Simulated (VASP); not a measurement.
## Si3N4: single point with PBE

Si3N4:

```xyz
14
Lattice="7.6170 0.0000 0.0000 -3.8085 6.5965 0.0000 0.0000 0.0000 2.9134" Properties=species:S:1:pos:R:3 pbc="T T T"
Si   -1.5990    5.0657    0.7284
Si    2.4304    1.1481    2.1851
Si    0.2209    2.6789    0.7284
Si    5.4075    1.5308    2.1851
Si    1.3781    5.4484    0.7284
Si    3.5876    3.9176    2.1851
N     0.0000    4.3977    0.7284
N     3.8085    2.1988    2.1851
N     2.3977    0.1979    0.7284
N     1.0275    2.1755    2.1851
N     6.2467    1.9776    0.7284
N     1.4108    6.3986    2.1851
N     2.7810    4.4211    0.7284
N    -2.4382    4.6190    2.1851
```

```
Program                : VASP 6.6.1
Task                   : single point
Functional             : PBE
Potentials or basis    : VASP PAW PBE potentials, release 64 (Si, N)
Cutoff                 : 520 eV
k mesh                 : 4 × 4 × 9
Occupations            : fermi-dirac, width 0.02 eV
Spin                   : no spin polarisation
Dipole correction      : no
Further INCAR settings : ALGO = Normal; EDIFF = 1e-06; NBANDS = 45
```

```
Pressure               : 3.7 GPa
Largest force          : 0.004 eV/Å
Band gap on the k mesh : 4.31 eV, indirect (least direct gap 4.49 eV)
```

Forces on the atoms (eV/Å):
```
Si   0.002  0.003  0.000
Si  -0.002  0.003  0.000
Si  -0.004  0.000  0.000
Si  -0.002 -0.003  0.000
Si   0.002 -0.003  0.000
Si   0.004  0.000  0.000
N    0.000  0.000  0.000
N    0.000  0.000  0.000
N   -0.002 -0.003  0.000
N    0.002 -0.004  0.000
N    0.004  0.000  0.000
N    0.002  0.003  0.000
N   -0.002  0.004  0.000
N   -0.004  0.000  0.000
```

Stress tensor (GPa, compression positive):
```
3.87 0.00 0.00
0.00 3.87 0.00
0.00 0.00 3.42
```

Levels at points of the mesh, in eV from the valence-band top:
```tsv
k point	band 28	band 29	band 30	band 31	band 32	band 33	band 34	band 35	band 36	band 37
(0.00, 0.00, 0.00)	-1.26	-1.26	-0.44	-0.36	-0.18	4.31	4.74	4.88	4.88	5.21
(0.50, 0.00, 0.00)	-1.65	-1.33	-0.75	-0.31	-0.24	4.62	4.70	4.86	5.27	5.81
```

Run time: 98 s on 1 thread of Intel(R) Xeon(R) Platinum 8559C (Emerald Rapids), with other jobs on the host, peak memory 0.31 GiB.

A k mesh can miss the band edges. As with any semilocal functional, this PBE gap is likely too small.
